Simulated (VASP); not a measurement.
Input of a VASP 6.6.1 run:

POSCAR

```
Rh
1.0
    0.0000000000      1.9014762304      1.9014762304
    1.9014762304      0.0000000000      1.9014762304
    1.9014762304      1.9014762304      0.0000000000
Rh
1
Direct
    0.0000000000      0.0000000000      0.0000000000
```

File INCAR.step1:

```
SYSTEM = Rh
PREC = Accurate
ENCUT = 600
ISMEAR = -1
SIGMA = 0.1
LREAL = .FALSE.
LASPH = .TRUE.
NELM = 80
GGA = PE
ALGO = Normal
EDIFF = 1E-4
LWAVE = .TRUE.
LCHARG = .FALSE.
```

The input INCAR.step2:

```
SYSTEM = Rh
PREC = Accurate
ENCUT = 600
EDIFF = 1E-6
ISMEAR = -1
SIGMA = 0.1
LREAL = .FALSE.
LASPH = .TRUE.
NELM = 80
ALGO = Normal
ISIF = 3
LWAVE = .FALSE.
LCHARG = .FALSE.
METAGGA = R2SCAN
LMIXTAU = .TRUE.
IBRION = 2
NSW = 60
EDIFFG = -0.005
ISTART = 1
```

File KPOINTS:

```
regular mesh
0
G
  17 17 17
  0 0 0
```

Potentials or basis: VASP PAW PBE potentials, release 64 (Rh_pv).

Command:

```sh
$ cat potpaw_PBE.64/Rh_pv/POTCAR > POTCAR
$ cp INCAR.step1 INCAR
$ mpirun -np 1 vasp_std > vasp.out
$ cp INCAR.step2 INCAR
$ mpirun -np 1 vasp_std > vasp.out
```

(1) Predict the relaxed volume.

(2) What does it give for the space group after relaxing (to 0.05 Å)?

(3) Predict the relaxed cell.

## Answers

(1) 13.79 Å³/atom.

(2) Fm-3m (No. 225).

(3) a = 2.691 Å, b = 2.691 Å, c = 2.691 Å, α = 60.00°, β = 60.00°, γ = 60.00°.

Caveat: the PAW data sets were made with another functional, which shifts forces and pressure a little.
